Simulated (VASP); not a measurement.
# Ti (P6_3/mmc) in VASP: further runs

The runs below take Ti through single point, with LDA.

Program: VASP 6.6.1. These are calculated values, not measurements. Logs are shortened: lines on timing, memory, paths and dates and some standing lists are left out, and cuts for length are marked.

## Step 1: The cell of the first run

It takes space group P6_3/mmc (No. 194, hexagonal). The conventional cell has a = 2.818 Å, b = 2.818 Å, c = 9.032 Å, α = 90.00°, β = 90.00°, γ = 120.00°. Within 3.7 Å of Ti (site symmetry -3m) lie 12 Ti at 2.78 to 2.82 Å. Ti (site symmetry -6m2) has 12 Ti at 2.78 to 2.82 Å within 3.7 Å.

## Step 2: Single point, LDA (15.53 Å³/atom)

File INCAR:

```
SYSTEM = Ti
PREC = Accurate ; ENCUT = 520
EDIFF = 1E-6 ; ISMEAR = -1
SIGMA = 0.1 ; LREAL = .FALSE.
LASPH = .TRUE. ; NELM = 60
ALGO = Normal ; ISIF = 2
LWAVE = .FALSE. ; LCHARG = .TRUE.
LELF = .TRUE. ; LVHAR = .TRUE.
NBANDS = 32
```

File KPOINTS:

```
Automatic mesh
0
G
  14 14 4
  0 0 0
```

File POSCAR:

```
Ti
1.0
    2.8183766237      0.0000000000      0.0000000000
   -1.4091883118      2.4407857536      0.0000000000
    0.0000000000      0.0000000000      9.0318236595
Ti
4
Direct
    0.0000000000      1.0000000000      0.0000000000
    0.0000000000      1.0000000000      0.5000000000
    0.3333333333      0.6666666667      0.2500000000
    0.6666666667      0.3333333333      0.7500000000
```

Potentials or basis: VASP PAW LDA potentials, release 64 (Ti_sv).

Command:

```sh
$ cat potpaw_LDA.64/Ti_sv/POTCAR > POTCAR
$ mpirun -np 1 vasp_std > vasp.out
```

OUTCAR:

```text
SYSTEM = Ti
   PREC = Accurate
   ENCUT = 520
   EDIFF = 1E-6
   ISMEAR = -1
   LREAL = .FALSE.
   LASPH = .TRUE.
   NELM = 60
   ISIF = 2

 ion  position               nearest neighbor table
   1  0.000  0.000  0.000-   3 2.78   4 2.78   4 2.78   3 2.78   4 2.78   3 2.78
   2  0.000  0.000  0.500-   3 2.78   4 2.78   4 2.78   3 2.78   4 2.78   3 2.78
   3  0.333  0.667  0.250-   1 2.78   2 2.78   1 2.78   2 2.78   1 2.78   2 2.78
   4  0.667  0.333  0.750-   1 2.78   2 2.78   1 2.78   2 2.78   1 2.78   2 2.78

  LATTYP: Found a hexagonal cell.
 ALAT       =     2.8183766237
 C/A-ratio  =     3.2046191356

  Lattice vectors:

 A1 = (   2.8183766237,   0.0000000000,   0.0000000000)
 A2 = (  -1.4091883118,   2.4407857536,   0.0000000000)
 A3 = (   0.0000000000,   0.0000000000,   9.0318236595)

Analysis of symmetry for initial positions (statically):
=====================================================================
 Subroutine PRICEL returns:
 Original cell was already a primitive cell.

 Routine SETGRP: Setting up the symmetry group for a
 hexagonal supercell.

 Subroutine GETGRP returns: Found 24 space group operations
 (whereof 12 operations were pure point group operations)
 out of a pool of 24 trial point group operations.

The static configuration has the point symmetry D_3d.
 The point group associated with its full space group is D_6h.

Analysis of symmetry for dynamics (positions and initial velocities):
=====================================================================
 Subroutine PRICEL returns:
 Original cell was already a primitive cell.

 Routine SETGRP: Setting up the symmetry group for a
 hexagonal supercell.

 Subroutine GETGRP returns: Found 24 space group operations
 (whereof 12 operations were pure point group operations)
 out of a pool of 24 trial point group operations.

The dynamic configuration has the point symmetry D_3d.
 The point group associated with its full space group is D_6h.

 Subroutine INISYM returns: Found 24 space group operations
 (whereof 12 operations are pure point group operations),
 and found     1 'primitive' translations

----------------------------------------------------------------------------------------

                                     Primitive cell

  volume of cell :      62.1304

  direct lattice vectors                    reciprocal lattice vectors
     2.818376624  0.000000000  0.000000000     0.354814183  0.204852064  0.000000000
    -1.409188312  2.440785754  0.000000000     0.000000000  0.409704128  0.000000000
     0.000000000  0.000000000  9.031823660     0.000000000  0.000000000  0.110719611

  length of vectors
     2.818376624  2.818376624  9.031823660     0.409704128  0.409704128  0.110719611

  position of ions in fractional coordinates (direct lattice)
     0.000000000  0.000000000  0.000000000
     0.000000000  0.000000000  0.500000000
     0.333333333  0.666666667  0.250000000
     0.666666667  0.333333333  0.750000000

  ion indices of the primitive-cell ions
   primitive index   ion index
                 1           1
                 2           2
                 3           3
                 4           4

----------------------------------------------------------------------------------------

 KPOINTS: Automatic mesh

Automatic generation of k-mesh.
 Grid dimensions read from file:
 generate k-points for:   14   14    4

 Generating k-lattice:

  Cartesian coordinates                     Fractional coordinates (reciprocal lattice)
     0.025343870  0.014632290  0.000000000     0.071428571  0.000000000  0.000000000
     0.000000000  0.029264581  0.000000000     0.000000000  0.071428571  0.000000000
     0.000000000  0.000000000  0.027679903     0.000000000  0.000000000  0.250000000

  Length of vectors
     0.029264581  0.029264581  0.027679903

  Shift w.r.t. Gamma in fractional coordinates (k-lattice)
     0.000000000  0.000000000  0.000000000

 Subroutine IBZKPT returns following result:
 ===========================================

 Found     72 irreducible k-points:

 Following reciprocal coordinates:
            Coordinates               Weight
  0.000000  0.000000  0.000000      1.000000
  0.071429 -0.000000  0.000000      6.000000
  0.142857 -0.000000  0.000000      6.000000
  0.214286 -0.000000  0.000000      6.000000
  0.285714 -0.000000  0.000000      6.000000
  0.357143 -0.000000  0.000000      6.000000
[... 16 lines left out ...]
  0.285714  0.285714  0.000000      6.000000
  0.357143  0.285714  0.000000      6.000000
 [... further k-points ...]
   k-points           NKPTS =     72   k-points in BZ     NKDIM =     72   number of bands    NBANDS=     32
   number of dos      NEDOS =    301   number of ions     NIONS =      4
   total plane-waves  NPLWV =  40320
   dimension x,y,z NGX =    24 NGY =   24 NGZ =   70
   dimension x,y,z NGXF=    48 NGYF=   48 NGZF=  140
   ions per type =               4
   NGX,Y,Z   is equivalent  to a cutoff of  14.16, 14.16, 12.88 a.u.
   NGXF,Y,Z  is equivalent  to a cutoff of  28.31, 28.31, 25.77 a.u.
 SYSTEM =  Ti
   PREC   = accura    normal or accurate (medium, high low for compatibility)
   ISTART =      0    job   : 0-new  1-cont  2-samecut
   ICHARG =      2    charge: 1-file 2-atom 10-const
   ISPIN  =      1    spin polarized calculation?
   LNONCOLLINEAR =      F non collinear calculations
   LSORBIT =      F    spin-orbit coupling
   LASPH  =      T    aspherical Exc in radial PAW
   ENCUT  =  520.0 eV  38.22 Ry    6.18 a.u.   5.24  5.24 16.79*2*pi/ulx,y,z
   NELM   =     60;   NELMIN=  2; NELMDL= -5     # of ELM steps
   EDIFF  = 0.1E-05   stopping-criterion for ELM
   LREAL  =      F    real-space projection
   EDIFFG = 0.1E-04   stopping-criterion for IOM
   NSW    =      0    number of steps for IOM
   IBRION =     -1    ionic relax: 0-MD 1-quasi-New 2-CG
   NFREE  =      0    steps in history (QN), initial steepest desc. (CG)
   ISIF   =      2    stress and relaxation
   ISYM   =      2    0-nonsym 1-usesym 2-fastsym
   POTIM  = 0.5000    time-step for ionic-motion
   TEBEG  =    0.0;   TEEND  =   0.0 temperature during run
   PSTRESS=    0.0 pullay stress
   NELECT =      48.0000    total number of electrons
   NUPDOWN=      -1.0000    fix difference up-down
   EMIN   =  10.00;   EMAX   =-10.00  energy-range for DOS
   EFERMI =   0.00;   METHOD = LEGACY
   ISMEAR =    -1;   SIGMA  =   0.10  broadening in eV -4-tet -1-fermi 0-gaus
   EFERMI_NEDOS =   21; number of points for ismear=-14 and -15
   IALGO  =     38    algorithm
   IMIX   =      4    mixing-type and parameters
     AMIX     =   0.40;   BMIX     =  1.00
     AMIX_MAG =   1.60;   BMIX_MAG =  1.00
  volume/ion in A,a.u.               =      15.53       104.82
  Fermi-wavevector in a.u.,A,eV,Ry     =   1.502175  2.838699 30.701951  2.256530
  Thomas-Fermi vector in A             =   2.613450
   LORBIT       =      0    0 simple, 1 ext, 2 COOP (PROOUT), +10 PAW based schemes
   GGA     = CA    functional components
   LHFCALC =     F    Hartree Fock is set to
   AEXX    =    0.0000 exact exchange contribution
   IVDW    =     0    specifies the selected vdW correction
   LEPSILON=     F    determine dielectric tensor
   LRPA    =     F    only Hartree local field effects (RPA)
 non-spin polarized calculation
  energy-cutoff  :      520.00
  volume of cell :       62.13
 maximum number of plane-waves:      1696
 NGX is ok and might be reduce to    24
   NGX = 11   NGY = 11   NGZ = 33

 number of electron      48.0000013 magnetization

 Free energy of the ion-electron system (eV)
  ---------------------------------------------------
  ext. energy  EPLUGINS =         0.00000000
  ---------------------------------------------------
  free energy    TOTEN  =       -34.07218568 eV

  energy without entropy =      -33.86855352  energy(sigma->0) =      -33.97036960

 E-fermi :   9.2473     XC(G=0): -12.3302

 val. band max:        9.2448980185   @ k =   0.2143  -0.0000   0.2500
 cond. band min:       9.2528823356   @ k =   0.2143   0.2143   0.0000
 fundamental gap:      0.0079843171
 Fermi energy:         9.2472518686

 k-point     1 :       0.0000    0.0000    0.0000
  band No.  band energies     occupation
      1     -46.6556      2.00000
      2     -46.5587      2.00000
      3     -46.5371      2.00000
      4     -46.4380      2.00000
      5     -23.7424      2.00000
      6     -23.2571      2.00000
[... 24 lines left out ...]
     31      10.5346      0.00001
     32      10.5346      0.00001

 k-point     2 :       0.0714   -0.0000    0.0000
  band No.  band energies     occupation
      1     -46.6471      2.00000
      2     -46.5526      2.00000
      3     -46.5310      2.00000
      4     -46.4343      2.00000
      5     -23.7259      2.00000
      6     -23.2625      2.00000
[... 24 lines left out ...]
     31      10.5664      0.00000
     32      10.6376      0.00000

 k-point     3 :       0.1429   -0.0000    0.0000
  band No.  band energies     occupation
      1     -46.6231      2.00000
      2     -46.5353      2.00000
      3     -46.5138      2.00000
      4     -46.4243      2.00000
      5     -23.6782      2.00000
      6     -23.2867      2.00000
[... 24 lines left out ...]
     31      10.8155      0.00000
     32      10.9348      0.00000

 k-point     4 :       0.2143   -0.0000    0.0000
  band No.  band energies     occupation
      1     -46.5872      2.00000
      2     -46.5103      2.00000
      3     -46.4889      2.00000
      4     -46.4106      2.00000
      5     -23.6056      2.00000
      6     -23.3507      2.00000
[... 654 lines left out ...]
     31      11.7173      0.00000
     32      12.5252      0.00000

 k-point    23 :       0.2857    0.2857    0.0000
  band No.  band energies     occupation
      1     -46.4343      2.00000
      2     -46.4223      2.00000
      3     -46.4012      2.00000
      4     -46.3894      2.00000
      5     -23.5575      2.00000
      6     -23.4845      2.00000
[... 24 lines left out ...]
     31      11.9712      0.00000
     32      12.2019      0.00000

 k-point    24 :       0.3571    0.2857    0.0000
  band No.  band energies     occupation
      1     -46.4216      2.00000
      2     -46.4184      2.00000
      3     -46.3973      2.00000
      4     -46.3943      2.00000
      5     -23.5449      2.00000
      6     -23.4584      2.00000
[... 24 lines left out ...]
     31      11.9668      0.00000
     32      12.2730      0.00000

 [... further k-points ...]

------------------------ aborting loop because EDIFF is reached ----------------------------------------

  FORCE on cell =-STRESS in cart. coord.  units (eV):
  Direction    XX          YY          ZZ          XY          YZ          ZX
  --------------------------------------------------------------------------------------
  -------------------------------------------------------------------------------------
  Total        1.9850153      1.9850153      2.0541223      0.0000000      0.0000000      0.0000000
  in kB       51.1882515     51.1882515     52.9703370      0.0000000      0.0000000      0.0000000
  external PRESSURE =      51.7822800 kB  Pullay stress =       0.0000000 kB

 VOLUME and BASIS-vectors are now :
 -----------------------------------------------------------------------------
  energy-cutoff  :      520.00
  volume of cell :       62.13
      direct lattice vectors                 reciprocal lattice vectors
     2.818376624  0.000000000  0.000000000     0.354814183  0.204852064  0.000000000
    -1.409188312  2.440785754  0.000000000     0.000000000  0.409704128  0.000000000
     0.000000000  0.000000000  9.031823660     0.000000000  0.000000000  0.110719611

 POSITION                                       TOTAL-FORCE (eV/Angst)
 -----------------------------------------------------------------------------------
      0.00000      0.00000      0.00000        -0.000000      0.000000      0.000000
      0.00000      0.00000      4.51591        -0.000000      0.000000      0.000000
     -0.00000      1.62719      2.25796        -0.000000     -0.000000     -0.000000
      1.40919      0.81360      6.77387         0.000000     -0.000000     -0.000000
 -----------------------------------------------------------------------------------
    total drift:                               -0.000000      0.000000      0.000000

  FREE ENERGIE OF THE ION-ELECTRON SYSTEM (eV)
  ---------------------------------------------------
  free  energy   TOTEN  =       -34.0721856763 eV

  energy  without entropy=      -33.8685535186  energy(sigma->0) =      -33.97036960
```

Run time: 7 min. Hardware: 1 thread of Intel Xeon 8259CL, shared host; peak memory 0.23 GiB.

What came out:

```
Free energy            : -34.0722 eV
Pressure               : 5.2 GPa
Band gap on the k mesh : zero (bands 24 and 25 overlap by 1.20 eV)
```

Stress tensor (GPa, compression positive):
```
5.12 0.00 0.00
0.00 5.12 0.00
0.00 0.00 5.30
```

Caveat: the cell stands under pressure.

(Part 1 of 2 ends here.)
